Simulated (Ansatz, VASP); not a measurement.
# One calculation of Ge, two programs

```
CELL_PARAMETERS angstrom
1.39715 -2.65253 0.00000
1.39715 2.65253 0.00000
0.00000 0.00000 2.69823
ATOMIC_POSITIONS crystal
Ge 0.50000 0.50000 0.00000
```

Change from the starting cell: strain +0.0200 x Voigt [0, 1, 0, 0, 0, 0], atoms carried along.

Alike in both runs: task single point; functional PBEsol; k mesh 20 × 20 × 18; occupations gaussian, width 0.15 eV; no spin polarisation.

|  | VASP | Ansatz |
| --- | --- | --- |
| version | VASP 6.6.1 | Ansatz 0.2.0 |
| potentials or method | VASP PAW PBE potentials, release 64 (Ge_d), cutoff 520 eV | scalar-relativistic, plane waves, PAW |
| valence electrons in the cell | 14 | 14 |

|  | VASP | Ansatz | Ansatz less VASP |
| --- | --- | --- | --- |
| gap on the k mesh at the Fermi level (eV) | none | none | - |
| pressure (GPa) | -5.2 | -5.1 | +0.13 |
| traceless stress, the component that is largest in VASP (GPa) | -1.56 | -1.58 | -0.017 |

VASP's potentials were made for PBE, not for PBEsol. A gap of «none» marks a metal or a gap that the smearing closes. The functional is the same, so the differences come from potentials, cutoffs and numerics.
